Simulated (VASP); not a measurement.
# K (Cmmm) in VASP: single point with PBE

Aim: the single point of K with PBE.

Everything below comes from runs of VASP 6.6.1. Logs are shortened: lines on timing, memory, paths and dates and some standing lists are left out, and cuts for length are marked.

### Step 1. The cell of the first run

Symmetry: Cmmm, No. 65, orthorhombic system. Conventional cell: a = 7.402 Å, b = 11.048 Å, c = 8.367 Å, α = 90.00°, β = 90.00°, γ = 90.00°. K (site symmetry 2) has 6 K at 3.70 to 4.18 Å within 4.9 Å. K (site symmetry mmm) has 8 K at 3.93 Å within 5.2 Å.

### Step 2. Single point, PBE

INCAR

```
  PREC = Accurate
  ENCUT = 520
  EDIFF = 1E-7
  ISMEAR = 0
  SIGMA = 0.1
  LREAL = F
  LASPH = T
  NELM = 80
  ALGO = Fast
  ISIF = 2
  LWAVE = F
  LCHARG = F
  GGA = PE
  NBANDS = 30
```

KPOINTS

```
regular mesh
0
Gamma
  4 4 2
```

POSCAR

```
K
1.0
    3.7010000000     -5.5240000000      0.0000000000
    3.7010000000      5.5240000000      0.0000000000
    0.0000000000      0.0000000000      8.3670000000
K
5
Direct
    0.5000000000      0.0000000000      0.2500000000
    0.0000000000      0.5000000000      0.7500000000
    0.0000000000      0.5000000000      0.2500000000
    0.5000000000      0.0000000000      0.7500000000
    0.0000000000      0.0000000000      0.0000000000
```

Potentials or basis: VASP PAW PBE potentials, release 64 (K_sv).

Command:

```bash
$ cat potpaw_PBE.64/K_sv/POTCAR > POTCAR
$ mpirun -np 1 vasp_std > vasp.out
```

OUTCAR:

```text
PREC = Accurate
   ENCUT = 520
   EDIFF = 1E-7
   ISMEAR = 0
   LREAL = F
   LASPH = T
   NELM = 80
   ISIF = 2
   GGA = PE

 ion  position               nearest neighbor table
   1  0.500  0.000  0.250-   3 3.70   3 3.70
   2  0.000  0.500  0.750-   4 3.70   4 3.70
   3  0.000  0.500  0.250-   1 3.70   1 3.70
   4  0.500  0.000  0.750-   2 3.70   2 3.70
   5  0.000  0.000  0.000-

  LATTYP: Found a base centered orthorhombic cell.
 ALAT       =     7.4020000000
 B/A-ratio  =     1.4925695758
 C/A-ratio  =     1.1303701702

  Lattice vectors:

 A1 = (   3.7010000000,  -5.5240000000,   0.0000000000)
 A2 = (   3.7010000000,   5.5240000000,   0.0000000000)
 A3 = (   0.0000000000,   0.0000000000,   8.3670000000)

Analysis of symmetry for initial positions (statically):
=====================================================================
 Subroutine PRICEL returns:
 Original cell was already a primitive cell.

 Routine SETGRP: Setting up the symmetry group for a
 base centered orthorhombic supercell.

 Subroutine GETGRP returns: Found  8 space group operations
 (whereof  8 operations were pure point group operations)
 out of a pool of  8 trial point group operations.

The static configuration has the point symmetry D_2h.

Analysis of symmetry for dynamics (positions and initial velocities):
=====================================================================
 Subroutine PRICEL returns:
 Original cell was already a primitive cell.

 Routine SETGRP: Setting up the symmetry group for a
 base centered orthorhombic supercell.

 Subroutine GETGRP returns: Found  8 space group operations
 (whereof  8 operations were pure point group operations)
 out of a pool of  8 trial point group operations.

The dynamic configuration has the point symmetry D_2h.

 Subroutine INISYM returns: Found  8 space group operations
 (whereof  8 operations are pure point group operations),
 and found     1 'primitive' translations

----------------------------------------------------------------------------------------

                                     Primitive cell

  volume of cell :     342.1153

  direct lattice vectors                    reciprocal lattice vectors
     3.701000000 -5.524000000  0.000000000     0.135098622 -0.090514120  0.000000000
     3.701000000  5.524000000  0.000000000     0.135098622  0.090514120  0.000000000
     0.000000000  0.000000000  8.367000000     0.000000000  0.000000000  0.119517151

  length of vectors
     6.649208750  6.649208750  8.367000000     0.162617476  0.162617476  0.119517151

  position of ions in fractional coordinates (direct lattice)
     0.500000000  1.000000000  0.250000000
     1.000000000  0.500000000  0.750000000
     1.000000000  0.500000000  0.250000000
     0.500000000  1.000000000  0.750000000
     0.000000000  0.000000000  0.000000000

  ion indices of the primitive-cell ions
   primitive index   ion index
                 1           1
                 2           2
                 3           3
                 4           4
                 5           5

----------------------------------------------------------------------------------------

 KPOINTS: regular mesh

Automatic generation of k-mesh.
 Grid dimensions read from file:
 generate k-points for:    4    4    2

 Generating k-lattice:

  Cartesian coordinates                     Fractional coordinates (reciprocal lattice)
     0.033774655 -0.022628530  0.000000000     0.250000000 -0.000000000  0.000000000
     0.033774655  0.022628530  0.000000000    -0.000000000  0.250000000  0.000000000
     0.000000000  0.000000000  0.059758575     0.000000000  0.000000000  0.500000000

  Length of vectors
     0.040654369  0.040654369  0.059758575

  Shift w.r.t. Gamma in fractional coordinates (k-lattice)
     0.000000000  0.000000000  0.000000000

 Subroutine IBZKPT returns following result:
 ===========================================

 Found     14 irreducible k-points:

 Following reciprocal coordinates:
            Coordinates               Weight
  0.000000  0.000000  0.000000      1.000000
  0.250000  0.000000  0.000000      4.000000
  0.500000  0.000000  0.000000      2.000000
  0.250000  0.250000  0.000000      2.000000
  0.500000  0.250000  0.000000      4.000000
 -0.250000  0.250000  0.000000      2.000000
  0.500000  0.500000  0.000000      1.000000
  0.000000  0.000000  0.500000      1.000000
  0.250000  0.000000  0.500000      4.000000
  0.500000  0.000000  0.500000      2.000000
  0.250000  0.250000  0.500000      2.000000
  0.500000  0.250000  0.500000      4.000000
 -0.250000  0.250000  0.500000      2.000000
  0.500000  0.500000  0.500000      1.000000
   k-points           NKPTS =     14   k-points in BZ     NKDIM =     14   number of bands    NBANDS=     30
   number of dos      NEDOS =    301   number of ions     NIONS =      5
   total plane-waves  NPLWV = 160000
   dimension x,y,z NGX =    50 NGY =   50 NGZ =   64
   dimension x,y,z NGXF=   100 NGYF=  100 NGZF=  128
   ions per type =               5
   NGX,Y,Z   is equivalent  to a cutoff of  12.50, 12.50, 12.72 a.u.
   NGXF,Y,Z  is equivalent  to a cutoff of  25.00, 25.00, 25.43 a.u.
 SYSTEM =  unknown system
   PREC   = accura    normal or accurate (medium, high low for compatibility)
   ISTART =      0    job   : 0-new  1-cont  2-samecut
   ICHARG =      2    charge: 1-file 2-atom 10-const
   ISPIN  =      1    spin polarized calculation?
   LNONCOLLINEAR =      F non collinear calculations
   LSORBIT =      F    spin-orbit coupling
   LASPH  =      T    aspherical Exc in radial PAW
   ENCUT  =  520.0 eV  38.22 Ry    6.18 a.u.  12.36 12.36 15.56*2*pi/ulx,y,z
   NELM   =     80;   NELMIN=  2; NELMDL= -5     # of ELM steps
   EDIFF  = 0.1E-06   stopping-criterion for ELM
   LREAL  =      F    real-space projection
   EDIFFG = 0.1E-05   stopping-criterion for IOM
   NSW    =      0    number of steps for IOM
   IBRION =     -1    ionic relax: 0-MD 1-quasi-New 2-CG
   NFREE  =      0    steps in history (QN), initial steepest desc. (CG)
   ISIF   =      2    stress and relaxation
   ISYM   =      2    0-nonsym 1-usesym 2-fastsym
   POTIM  = 0.5000    time-step for ionic-motion
   TEBEG  =    0.0;   TEEND  =   0.0 temperature during run
   PSTRESS=    0.0 pullay stress
   NELECT =      45.0000    total number of electrons
   NUPDOWN=      -1.0000    fix difference up-down
   EMIN   =  10.00;   EMAX   =-10.00  energy-range for DOS
   EFERMI =   0.00;   METHOD = LEGACY
   ISMEAR =     0;   SIGMA  =   0.10  broadening in eV -4-tet -1-fermi 0-gaus
   EFERMI_NEDOS =   21; number of points for ismear=-14 and -15
   IALGO  =     68    algorithm
   IMIX   =      4    mixing-type and parameters
     AMIX     =   0.40;   BMIX     =  1.00
     AMIX_MAG =   1.60;   BMIX_MAG =  1.00
  volume/ion in A,a.u.               =      68.42       461.74
  Fermi-wavevector in a.u.,A,eV,Ry     =   0.832571  1.573332  9.431221  0.693175
  Thomas-Fermi vector in A             =   1.945650
   LORBIT       =      0    0 simple, 1 ext, 2 COOP (PROOUT), +10 PAW based schemes
   GGA     = PE    functional components
   LHFCALC =     F    Hartree Fock is set to
   AEXX    =    0.0000 exact exchange contribution
   IVDW    =     0    specifies the selected vdW correction
   LEPSILON=     F    determine dielectric tensor
   LRPA    =     F    only Hartree local field effects (RPA)
 non-spin polarized calculation
 RMM-DIIS sequential band-by-band and
 Gauss-broadening in eV      SIGMA  =   0.10
  energy-cutoff  :      520.00
  volume of cell :      342.12
 maximum number of plane-waves:      9256
 NGX is ok and might be reduce to    50
   NGX = 25   NGY = 25   NGZ = 31

 number of electron      44.9999995 magnetization

 Free energy of the ion-electron system (eV)
  ---------------------------------------------------
  ext. energy  EPLUGINS =         0.00000000
  ---------------------------------------------------
  free energy    TOTEN  =        -3.79758205 eV

  energy without entropy =       -3.77594380  energy(sigma->0) =       -3.78676293

 E-fermi :   0.1873     XC(G=0):  -5.7570

 val. band max:        0.1581750638   @ k =   0.0000   0.0000   0.0000
 cond. band min:       0.2407532002   @ k =   0.5000   0.2500   0.5000
 fundamental gap:      0.0825781364
 Fermi energy:         0.1872625762

 k-point     1 :       0.0000    0.0000    0.0000
  band No.  band energies     occupation
      1     -32.3071      2.00000
      2     -32.2984      2.00000
      3     -32.2774      2.00000
      4     -32.2715      2.00000
      5     -32.2295      2.00000
      6     -16.0174      2.00000
[... 22 lines left out ...]
     29       2.1827      0.00000
     30       2.4851      0.00000

 k-point     2 :       0.2500    0.0000    0.0000
  band No.  band energies     occupation
      1     -32.3026      2.00000
      2     -32.2945      2.00000
      3     -32.2815      2.00000
      4     -32.2754      2.00000
      5     -32.2299      2.00000
      6     -15.9715      2.00000
[... 22 lines left out ...]
     29       2.2710      0.00000
     30       2.4929      0.00000

 k-point     3 :       0.5000    0.0000    0.0000
  band No.  band energies     occupation
      1     -32.2926      2.00000
      2     -32.2911      2.00000
      3     -32.2850      2.00000
      4     -32.2850      2.00000
      5     -32.2304      2.00000
      6     -15.8902      2.00000
[... 22 lines left out ...]
     29       2.3514      0.00000
     30       2.4496      0.00000

 k-point     4 :       0.2500    0.2500    0.0000
  band No.  band energies     occupation
      1     -32.2926      2.00000
      2     -32.2910      2.00000
      3     -32.2850      2.00000
      4     -32.2849      2.00000
      5     -32.2304      2.00000
      6     -15.8891      2.00000
[... 22 lines left out ...]
     29       1.8565      0.00000
     30       2.2089      0.00000

 k-point     5 :       0.5000    0.2500    0.0000
  band No.  band energies     occupation
      1     -32.3010      2.00000
      2     -32.2944      2.00000
      3     -32.2819      2.00000
      4     -32.2755      2.00000
      5     -32.2311      2.00000
      6     -15.9532      2.00000
[... 22 lines left out ...]
     29       1.9003      0.00000
     30       1.9645      0.00000

 k-point     6 :      -0.2500    0.2500    0.0000
  band No.  band energies     occupation
      1     -32.3059      2.00000
      2     -32.2984      2.00000
      3     -32.2775      2.00000
      4     -32.2715      2.00000
      5     -32.2307      2.00000
      6     -16.0064      2.00000
[... 22 lines left out ...]
     29       2.3002      0.00000
     30       2.3352      0.00000

 k-point     7 :       0.5000    0.5000    0.0000
  band No.  band energies     occupation
      1     -32.3046      2.00000
      2     -32.2983      2.00000
      3     -32.2775      2.00000
      4     -32.2716      2.00000
      5     -32.2319      2.00000
      6     -15.9933      2.00000
[... 22 lines left out ...]
     29       1.5428      0.00000
     30       2.2338      0.00000

 k-point     8 :       0.0000    0.0000    0.5000
  band No.  band energies     occupation
      1     -32.3041      2.00000
      2     -32.3015      2.00000
      3     -32.2745      2.00000
      4     -32.2744      2.00000
      5     -32.2294      2.00000
      6     -16.0103      2.00000
[... 22 lines left out ...]
     29       2.1374      0.00000
     30       2.3094      0.00000

 k-point     9 :       0.2500    0.0000    0.5000
  band No.  band energies     occupation
      1     -32.2996      2.00000
      2     -32.2976      2.00000
      3     -32.2785      2.00000
      4     -32.2784      2.00000
      5     -32.2299      2.00000
      6     -15.9649      2.00000
[... 22 lines left out ...]
     29       2.2611      0.00000
     30       2.3374      0.00000

 k-point    10 :       0.5000    0.0000    0.5000
  band No.  band energies     occupation
      1     -32.2896      2.00000
      2     -32.2881      2.00000
      3     -32.2880      2.00000
      4     -32.2880      2.00000
      5     -32.2303      2.00000
      6     -15.8825      2.00000
[... 22 lines left out ...]
     29       2.5389      0.00000
     30       2.5711      0.00000

 k-point    11 :       0.2500    0.2500    0.5000
  band No.  band energies     occupation
      1     -32.2897      2.00000
      2     -32.2881      2.00000
      3     -32.2880      2.00000
      4     -32.2880      2.00000
      5     -32.2303      2.00000
      6     -15.8795      2.00000
[... 22 lines left out ...]
     29       2.6259      0.00000
     30       2.6580      0.00000

 k-point    12 :       0.5000    0.2500    0.5000
  band No.  band energies     occupation
      1     -32.2979      2.00000
      2     -32.2975      2.00000
      3     -32.2790      2.00000
      4     -32.2785      2.00000
      5     -32.2311      2.00000
      6     -15.9545      2.00000
[... 22 lines left out ...]
     29       2.2693      0.00000
     30       2.3477      0.00000

 k-point    13 :      -0.2500    0.2500    0.5000
  band No.  band energies     occupation
      1     -32.3028      2.00000
      2     -32.3015      2.00000
      3     -32.2745      2.00000
      4     -32.2745      2.00000
      5     -32.2306      2.00000
      6     -15.9987      2.00000
[... 22 lines left out ...]
     29       1.9577      0.00000
     30       2.1845      0.00000

 k-point    14 :       0.5000    0.5000    0.5000
  band No.  band energies     occupation
      1     -32.3015      2.00000
      2     -32.3014      2.00000
      3     -32.2746      2.00000
      4     -32.2745      2.00000
      5     -32.2319      2.00000
      6     -16.0005      2.00000
[... 22 lines left out ...]
     29       2.3241      0.00000
     30       2.6369      0.00000

------------------------ aborting loop because EDIFF is reached ----------------------------------------

  FORCE on cell =-STRESS in cart. coord.  units (eV):
  Direction    XX          YY          ZZ          XY          YZ          ZX
  --------------------------------------------------------------------------------------
  -------------------------------------------------------------------------------------
  Total        5.2048967      1.9362562      1.7194003      0.0000000      0.0000000      0.0000000
  in kB       24.3753117      9.0677781      8.0522093      0.0000000      0.0000000      0.0000000
  external PRESSURE =      13.8317663 kB  Pullay stress =       0.0000000 kB

 VOLUME and BASIS-vectors are now :
 -----------------------------------------------------------------------------
  energy-cutoff  :      520.00
  volume of cell :      342.12
      direct lattice vectors                 reciprocal lattice vectors
     3.701000000 -5.524000000  0.000000000     0.135098622 -0.090514120  0.000000000
     3.701000000  5.524000000  0.000000000     0.135098622  0.090514120  0.000000000
     0.000000000  0.000000000  8.367000000     0.000000000  0.000000000  0.119517151

 POSITION                                       TOTAL-FORCE (eV/Angst)
 -----------------------------------------------------------------------------------
      1.85050     -2.76200      2.09175         0.000000     -0.000000      0.224210
      1.85050      2.76200      6.27525        -0.000000     -0.000000     -0.224210
      1.85050      2.76200      2.09175         0.000000      0.000000      0.224210
      1.85050     -2.76200      6.27525         0.000000      0.000000     -0.224210
      0.00000      0.00000      0.00000         0.000000      0.000000      0.000000
 -----------------------------------------------------------------------------------
    total drift:                                0.000000      0.000000     -0.000000

  FREE ENERGIE OF THE ION-ELECTRON SYSTEM (eV)
  ---------------------------------------------------
  free  energy   TOTEN  =        -3.7975820480 eV

  energy  without entropy=       -3.7759438045  energy(sigma->0) =       -3.78676293
```

Run time: 5 min. Hardware: 1 thread of Intel Xeon 6975P-C (Granite Rapids), shared host; peak memory 0.43 GiB.

What came out:

```
Free energy            : -3.7976 eV
Pressure               : 1.4 GPa
Largest force          : 0.224 eV/Å
Band gap on the k mesh : zero (an odd number of electrons rules out a gap without spin polarisation)
```

Forces in eV/Å, atoms in the order of the input:
```
K    0.000  0.000  0.224
K    0.000  0.000 -0.224
K    0.000  0.000  0.224
K    0.000  0.000 -0.224
K    0.000  0.000  0.000
```

Caveat: the k points lie up to 0.38 Å⁻¹ apart, too coarse for converged energies and pressures of a metal.

The gap in the log of VASP goes by the Fermi energy; the results here count the filled bands.